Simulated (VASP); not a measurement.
# P in VASP: a series of runs, part 2 of 2

VASP 6.6.1. The steps go on from the part before.

### 3 Single point, PBEsol

This run uses another cell than the first one, of 135.21 Å³/atom, 1.020 times its volume.

The input, INCAR:

```
ALGO = Normal ; EDIFF = 1E-6
ENCUT = 520 ; GGA = PS
ISIF = 2 ; ISMEAR = -1
LASPH = T ; LCHARG = F
LREAL = F ; LWAVE = F
NBANDS = 18 ; NELM = 80
PREC = Accurate ; SIGMA = 0.05
```

The input, KPOINTS:

```
k-points
0
Gamma
  7 1 5
```

The input, POSCAR:

```
P
1.0
    3.3165649972      0.0000000000      0.0000000000
    0.0000000000     35.2056012999      0.0000000000
    0.0000000000      0.0000000000      4.6320847100
P
4
Direct
    0.5000000000      0.9704194064      0.9100856070
    0.5000000000      0.0295805936      0.0899143930
    0.0000000000      0.0295805936      0.4100856070
    0.0000000000      0.9704194064      0.5899143930
```

Potentials or basis: VASP PAW PBE potentials, release 64 (P).

Run with:

```
$ cat potpaw_PBE.64/P/POTCAR > POTCAR
$ mpirun -np 1 vasp_std > vasp.out
```

OUTCAR:

```text
EDIFF = 1E-6
   ENCUT = 520
   GGA = PS
   ISIF = 2
   ISMEAR = -1
   LASPH = T
   LREAL = F
   NELM = 80
   PREC = Accurate

 ion  position               nearest neighbor table
   1  0.500  0.970  0.910-   4 2.22   4 2.22   2 2.24
   2  0.500  0.030  0.090-   3 2.22   3 2.22   1 2.24
   3  0.000  0.030  0.410-   2 2.22   2 2.22   4 2.24
   4  0.000  0.970  0.590-   1 2.22   1 2.22   3 2.24

  LATTYP: Found a simple orthorhombic cell.
 ALAT       =     3.3165649972
 B/A-ratio  =     1.3966512684
 C/A-ratio  =    10.6150795566

  Lattice vectors:

 A1 = (  -3.3165649972,   0.0000000000,   0.0000000000)
 A2 = (   0.0000000000,   0.0000000000,   4.6320847100)
 A3 = (   0.0000000000,  35.2056012999,   0.0000000000)

Analysis of symmetry for initial positions (statically):
=====================================================================
 Subroutine PRICEL returns:
 Original cell was already a primitive cell.

 Routine SETGRP: Setting up the symmetry group for a
 simple orthorhombic supercell.

 Subroutine GETGRP returns: Found  8 space group operations
 (whereof  4 operations were pure point group operations)
 out of a pool of  8 trial point group operations.

The static configuration has the point symmetry C_2h.
 The point group associated with its full space group is D_2h.

Analysis of symmetry for dynamics (positions and initial velocities):
=====================================================================
 Subroutine PRICEL returns:
 Original cell was already a primitive cell.

 Routine SETGRP: Setting up the symmetry group for a
 simple orthorhombic supercell.

 Subroutine GETGRP returns: Found  8 space group operations
 (whereof  4 operations were pure point group operations)
 out of a pool of  8 trial point group operations.

The dynamic configuration has the point symmetry C_2h.
 The point group associated with its full space group is D_2h.

 Subroutine INISYM returns: Found  8 space group operations
 (whereof  4 operations are pure point group operations),
 and found     1 'primitive' translations

----------------------------------------------------------------------------------------

                                     Primitive cell

  volume of cell :     540.8499

  direct lattice vectors                    reciprocal lattice vectors
     3.316564997  0.000000000  0.000000000     0.301516780  0.000000000  0.000000000
     0.000000000 35.205601300  0.000000000     0.000000000  0.028404571  0.000000000
     0.000000000  0.000000000  4.632084710     0.000000000  0.000000000  0.215885516

  length of vectors
     3.316564997 35.205601300  4.632084710     0.301516780  0.028404571  0.215885516

  position of ions in fractional coordinates (direct lattice)
     0.500000000  0.970419406  0.910085607
     0.500000000  0.029580594  0.089914393
     0.000000000  0.029580594  0.410085607
     0.000000000  0.970419406  0.589914393

  ion indices of the primitive-cell ions
   primitive index   ion index
                 1           1
                 2           2
                 3           3
                 4           4

----------------------------------------------------------------------------------------

 KPOINTS: k-points

Automatic generation of k-mesh.
 Grid dimensions read from file:
 generate k-points for:    7    1    5

 Generating k-lattice:

  Cartesian coordinates                     Fractional coordinates (reciprocal lattice)
     0.043073826  0.000000000  0.000000000     0.142857143  0.000000000  0.000000000
     0.000000000  0.028404571  0.000000000     0.000000000  1.000000000  0.000000000
     0.000000000  0.000000000  0.043177103     0.000000000  0.000000000  0.200000000

  Length of vectors
     0.043073826  0.028404571  0.043177103

  Shift w.r.t. Gamma in fractional coordinates (k-lattice)
     0.000000000  0.000000000  0.000000000

 Subroutine IBZKPT returns following result:
 ===========================================

 Found     12 irreducible k-points:

 Following reciprocal coordinates:
            Coordinates               Weight
  0.000000  0.000000  0.000000      1.000000
  0.142857  0.000000  0.000000      2.000000
  0.285714  0.000000  0.000000      2.000000
  0.428571  0.000000  0.000000      2.000000
  0.000000  0.000000  0.200000      2.000000
  0.142857  0.000000  0.200000      4.000000
  0.285714  0.000000  0.200000      4.000000
  0.428571  0.000000  0.200000      4.000000
  0.000000  0.000000  0.400000      2.000000
  0.142857  0.000000  0.400000      4.000000
  0.285714  0.000000  0.400000      4.000000
  0.428571  0.000000  0.400000      4.000000
   k-points           NKPTS =     12   k-points in BZ     NKDIM =     12   number of bands    NBANDS=     18
   number of dos      NEDOS =    301   number of ions     NIONS =      4
   total plane-waves  NPLWV = 272160
   dimension x,y,z NGX =    28 NGY =  270 NGZ =   36
   dimension x,y,z NGXF=    56 NGYF=  540 NGZF=   72
   ions per type =               4
   NGX,Y,Z   is equivalent  to a cutoff of  14.04, 12.75, 12.92 a.u.
   NGXF,Y,Z  is equivalent  to a cutoff of  28.07, 25.50, 25.84 a.u.
 SYSTEM =  unknown system
   PREC   = accura    normal or accurate (medium, high low for compatibility)
   ISTART =      0    job   : 0-new  1-cont  2-samecut
   ICHARG =      2    charge: 1-file 2-atom 10-const
   ISPIN  =      1    spin polarized calculation?
   LNONCOLLINEAR =      F non collinear calculations
   LSORBIT =      F    spin-orbit coupling
   LASPH  =      T    aspherical Exc in radial PAW
   ENCUT  =  520.0 eV  38.22 Ry    6.18 a.u.   6.17 65.46  8.61*2*pi/ulx,y,z
   NELM   =     80;   NELMIN=  2; NELMDL= -5     # of ELM steps
   EDIFF  = 0.1E-05   stopping-criterion for ELM
   LREAL  =      F    real-space projection
[... 7 lines left out ...]
   TEBEG  =    0.0;   TEEND  =   0.0 temperature during run
   PSTRESS=    0.0 pullay stress
   NELECT =      20.0000    total number of electrons
   NUPDOWN=      -1.0000    fix difference up-down
   EMIN   =  10.00;   EMAX   =-10.00  energy-range for DOS
   EFERMI =   0.00;   METHOD = LEGACY
   ISMEAR =    -1;   SIGMA  =   0.05  broadening in eV -4-tet -1-fermi 0-gaus
   EFERMI_NEDOS =   21; number of points for ismear=-14 and -15
   IALGO  =     38    algorithm
   IMIX   =      4    mixing-type and parameters
     AMIX     =   0.40;   BMIX     =  1.00
     AMIX_MAG =   1.60;   BMIX_MAG =  1.00
  volume/ion in A,a.u.               =     135.21       912.46
  Fermi-wavevector in a.u.,A,eV,Ry     =   0.545414  1.030682  4.047406  0.297476
  Thomas-Fermi vector in A             =   1.574769
   LORBIT       =      0    0 simple, 1 ext, 2 COOP (PROOUT), +10 PAW based schemes
   GGA     = PS    functional components
   LHFCALC =     F    Hartree Fock is set to
   AEXX    =    0.0000 exact exchange contribution
   IVDW    =     0    specifies the selected vdW correction
   LEPSILON=     F    determine dielectric tensor
   LRPA    =     F    only Hartree local field effects (RPA)
 non-spin polarized calculation
  energy-cutoff  :      520.00
  volume of cell :      540.85
 maximum number of plane-waves:     14604
 NGX is ok and might be reduce to    28
   NGX = 13   NGY =131   NGZ = 17

 number of electron      20.0000000 magnetization

 Free energy of the ion-electron system (eV)
  ---------------------------------------------------
  ext. energy  EPLUGINS =         0.00000000
  ---------------------------------------------------
  free energy    TOTEN  =       -22.80463696 eV

  energy without entropy =      -22.80463213  energy(sigma->0) =      -22.80463454

 E-fermi :  -3.0225     XC(G=0):  -1.7519

 val. band max:       -3.5155166778   @ k =   0.0000   0.0000   0.0000
 cond. band min:      -2.5323939348   @ k =   0.0000   0.0000   0.0000
 fundamental gap:      0.9831227430
 Fermi energy:        -3.0225153326

 k-point     1 :       0.0000    0.0000    0.0000
  band No.  band energies     occupation
      1     -18.4853      2.00000
      2     -15.9524      2.00000
      3     -12.7614      2.00000
      4      -9.1913      2.00000
      5      -8.1684      2.00000
      6      -8.0615      2.00000
[... 10 lines left out ...]
     17       1.5708      0.00000
     18       1.7142      0.00000
[... 214 lines left out ...]
      2     -15.3385      2.00000
      3     -13.3248      2.00000
      4     -12.7566      2.00000
      5      -9.0780      2.00000
      6      -8.5685      2.00000
[... 10 lines left out ...]
     17       2.5081      0.00000
     18       3.1650      0.00000

------------------------ aborting loop because EDIFF is reached ----------------------------------------

  FORCE on cell =-STRESS in cart. coord.  units (eV):
  Direction    XX          YY          ZZ          XY          YZ          ZX
  --------------------------------------------------------------------------------------
  -------------------------------------------------------------------------------------
  Total       -1.6641417     -0.0669259     -1.1182398      0.0000000      0.0000000      0.0000000
  in kB       -4.9297412     -0.1982569     -3.3125982      0.0000000      0.0000000      0.0000000
  external PRESSURE =      -2.8135321 kB  Pullay stress =       0.0000000 kB

 VOLUME and BASIS-vectors are now :
 -----------------------------------------------------------------------------
  energy-cutoff  :      520.00
  volume of cell :      540.85
      direct lattice vectors                 reciprocal lattice vectors
     3.316564997  0.000000000  0.000000000     0.301516780  0.000000000  0.000000000
     0.000000000 35.205601300  0.000000000     0.000000000  0.028404571  0.000000000
     0.000000000  0.000000000  4.632084710     0.000000000  0.000000000  0.215885516

 POSITION                                       TOTAL-FORCE (eV/Angst)
 -----------------------------------------------------------------------------------
      1.65828     34.16420      4.21559         0.000000      0.012558     -0.009101
      1.65828      1.04140      0.41649         0.000000     -0.012558      0.009101
      0.00000      1.04140      1.89955         0.000000     -0.012558     -0.009101
      0.00000     34.16420      2.73253         0.000000      0.012558      0.009101
 -----------------------------------------------------------------------------------
    total drift:                               -0.000000      0.000000     -0.000000

  FREE ENERGIE OF THE ION-ELECTRON SYSTEM (eV)
  ---------------------------------------------------
  free  energy   TOTEN  =       -22.8046369591 eV

  energy  without entropy=      -22.8046321300  energy(sigma->0) =      -22.80463454
```

It took 77 s on 1 thread of Intel Xeon 6975P-C (Granite Rapids), shared host; peak memory 0.62 GiB.

Results:

```
Free energy            : -22.8046 eV
Largest force          : 0.016 eV/Å
Band gap on the k mesh : 0.98 eV, direct
```

Forces on the atoms (eV/Å):
```
P    0.000  0.013 -0.009
P    0.000 -0.013  0.009
P    0.000 -0.013 -0.009
P    0.000  0.013  0.009
```

Caveat: the PAW data sets were made with another functional, which shifts forces and pressure a little.

### 4 Single point, PBEsol

This run uses another cell than the first one, of 137.90 Å³/atom, 1.040 times its volume.

The input, INCAR:

```
SYSTEM = P
PREC     = Accurate       ! precision mode
ENCUT    = 520            ! plane-wave cutoff, eV
EDIFF    = 1E-6           ! SCF threshold, eV
ISMEAR   = -1             ! smearing method
SIGMA    = 0.05           ! smearing width, eV
LREAL    = .False.        ! projectors in reciprocal space
LASPH    = .True.         ! aspherical terms in the spheres
NELM     = 60             ! most SCF steps
ALGO     = Normal         ! electronic algorithm
ISIF     = 2              ! what is computed and relaxed
LWAVE    = .False.        ! write WAVECAR
LCHARG   = .False.        ! write CHGCAR
GGA      = PS             ! functional
NBANDS   = 18             ! bands
```

The input, KPOINTS:

```
regular mesh
0
Gamma
  7 1 5
  0 0 0
```

The input, POSCAR:

```
P
1.0
    3.3494022744      0.0000000000      0.0000000000
    0.0000000000     35.5541716098      0.0000000000
    0.0000000000      0.0000000000      4.6320847100
P
4
Direct
    0.5000000000      0.9707498655      0.9096177749
    0.5000000000      0.0292501345      0.0903822251
    0.0000000000      0.0292501345      0.4096177749
    0.0000000000      0.9707498655      0.5903822251
```

Run with:

```
$ cat potpaw_PBE.64/P/POTCAR > POTCAR
$ mpirun -np 1 vasp_std > vasp.out
```

It took 80 s on 1 thread of Intel Xeon 6975P-C (Granite Rapids), shared host; peak memory 0.57 GiB.

The run converged. Its results:

```
Free energy            : -22.7840 eV
Largest force          : 0.015 eV/Å
Band gap on the k mesh : 1.04 eV, direct
```

Forces in eV/Å, atoms in the order of the input:
```
P    0.000  0.009 -0.012
P    0.000 -0.009  0.012
P    0.000 -0.009 -0.012
P    0.000  0.009  0.012
```

Levels at points of the mesh, in eV from the valence-band top:
```
           k point  band 6  band 7  band 8  band 9  band 10  band 11  band 12  band 13  band 14  band 15
(0.00, 0.00, 0.00)   -4.49   -3.53   -1.88   -1.55     0.00     1.04     1.34     2.37     3.08     4.50
```

Caveat: the PAW data sets were made with another functional, which shifts forces and pressure a little.

### 5 Summary

| cell | gap on the mesh (eV) | largest force (eV/Å) |
| --- | --- | --- |
| a = 3.284, b = 34.857, c = 4.632 Å, 4 atoms | 0.93 | 0.02 |
| a = 3.317, b = 35.206, c = 4.632 Å, 4 atoms | 0.98 | 0.02 |
| a = 3.349, b = 35.554, c = 4.632 Å, 4 atoms | 1.04 | 0.01 |

Alike in all rows: task single point; level PBEsol; potentials or basis VASP PAW PBE potentials, release 64 (P); no spin polarisation; k mesh 7 × 1 × 5; cutoff (eV) 520; smearing fermi-dirac 0.05 eV.

Caveats: the PAW data sets were made with another functional, which shifts forces and pressure a little.

Total energies depend on the potentials used, so only differences within one code and one set of settings carry meaning.
